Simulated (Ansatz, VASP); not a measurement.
## One calculation of Ge3MoRu, two programs

The input INCAR:

```
SYSTEM = Ge3MoRu
PREC = Accurate
ENCUT = 600
EDIFF = 1E-6
ISMEAR = 0
SIGMA = 0.1
LREAL = .FALSE.
LASPH = .TRUE.
NELM = 60
ALGO = Normal
ISIF = 3
LWAVE = .FALSE.
LCHARG = .FALSE.
GGA = PE
IBRION = 2
NSW = 90
EDIFFG = -0.04
```

Contents of KPOINTS:

```
regular mesh
0
G
  4 4 4
  0 0 0
```

File POSCAR:

```
Ge3MoRu
1.0
    4.6207474100      0.0000000000      0.0000000000
    0.0000000000      4.6207474100      0.0000000000
    0.0000000000      0.0000000000      4.6207474100
Ge Mo Ru
3 1 1
Direct
    0.5000000000      0.0000000000      0.5000000000
    0.0000000000      0.5000000000      0.5000000000
    0.5000000000      0.5000000000      0.0000000000
    0.0000000000      0.0000000000      0.0000000000
    0.5000000000      0.5000000000      0.5000000000
```

Input for Ansatz:

```yaml
crystal:
  lattice:
    - [4.62074741, 0.0, 0.0]
    - [0.0, 4.62074741, 0.0]
    - [0.0, 0.0, 4.62074741]
  atoms:
    - { symbol: Ge, position: [0.5, 0.0, 0.5] }
    - { symbol: Ge, position: [0.0, 0.5, 0.5] }
    - { symbol: Ge, position: [0.5, 0.5, 0.0] }
    - { symbol: Mo, position: [0.0, 0.0, 0.0] }
    - { symbol: Ru, position: [0.5, 0.5, 0.5] }
basis:
  ecutwfc: 420
kpoints:
  mp_grid: { grid: [4, 4, 4] }
hamiltonian:
  xc: pbe
scf:
  occupations: { method: gaussian, width: 0.1 }
  lower_state_search: "off"
output:
  forces: true
  stress: true
  eigenvalues: true
relax:
  adjacent_minimum: "off"
  f_tol: 0.04
  max_steps: 70
  cell: { stress_tol: 0.4 }
```

Change from the starting cell: species swapped into the Sc3SnB type (Pm-3m, No. 221).

Alike in both runs: task relaxation of cell and atoms; functional PBE; k mesh 4 × 4 × 4; occupations gaussian, width 0.1 eV; no spin polarisation.

```csv
,VASP,Ansatz
version,VASP 6.6.1,Ansatz 0.2.0
potentials or method,"VASP PAW PBE potentials, release 64 (Ge_d, Mo_sv, Ru_pv), cutoff 600 eV","scalar-relativistic, plane waves, PAW"
valence electrons in the cell,70,72
```

```csv
,VASP,Ansatz,Ansatz less VASP
"gap on the k mesh at the Fermi level, each at its own relaxed structure (eV)",none,none,-
relaxed volume (Å³/atom),20.54,20.53,-0.006
relaxed cell length with the largest relative difference (Å),4.683,4.682,-0.0004
```

A gap of «none» marks a metal or a gap that the smearing closes. VASP's potentials hold 70 valence electrons a cell and Ansatz's 72, so a difference there can come from the potentials and not from the codes.
